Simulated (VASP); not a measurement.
A run of VASP 6.6.1 is set up as follows.

The input INCAR:

```
PREC     = Accurate       # precision mode
ENCUT    = 500            # plane-wave cutoff, eV
EDIFF    = 1E-6           # SCF threshold, eV
ISMEAR   = 0              # smearing method
SIGMA    = 0.1            # smearing width, eV
LREAL    = F              # projectors in reciprocal space
LASPH    = T              # aspherical terms in the spheres
NELM     = 120            # most SCF steps
ALGO     = Normal         # electronic algorithm
ISIF     = 2              # what is computed and relaxed
LWAVE    = F              # write WAVECAR
LCHARG   = T              # write CHGCAR
GGA      = PS             # functional
IVDW     = 13             # dispersion correction
LELF     = T              # ELF
LVHAR    = T            
NBANDS   = 8              # bands
GGA_COMPAT= F
```

The input KPOINTS:

```
regular mesh
0
Gamma
  8 8 8
```

POSCAR

```
P
1.0
    2.0277632661      0.0000000000      0.0000000000
    0.0000000000      2.0277632661      0.0000000000
    0.0000000000      0.0000000000      2.0277632661
P
1
Direct
    0.0000000000      0.0000000000      0.0000000000
```

Potentials or basis: VASP PAW PBE potentials, release 64 (P).

Run with:

```console
$ cat potpaw_PBE.64/P/POTCAR > POTCAR
$ mpirun -np 1 vasp_std > vasp.out
```

What does it give for the pressure?

199.5 GPa.

Predict the dispersion energy per atom.

-0.466 eV.

What does it give for the band gap on the k mesh?

Zero (an odd number of electrons rules out a gap without spin polarisation).

Caveat: the k points lie up to 0.39 Å⁻¹ apart, too coarse for converged energies and pressures of a metal; the PAW data sets were made with another functional, which shifts forces and pressure a little.
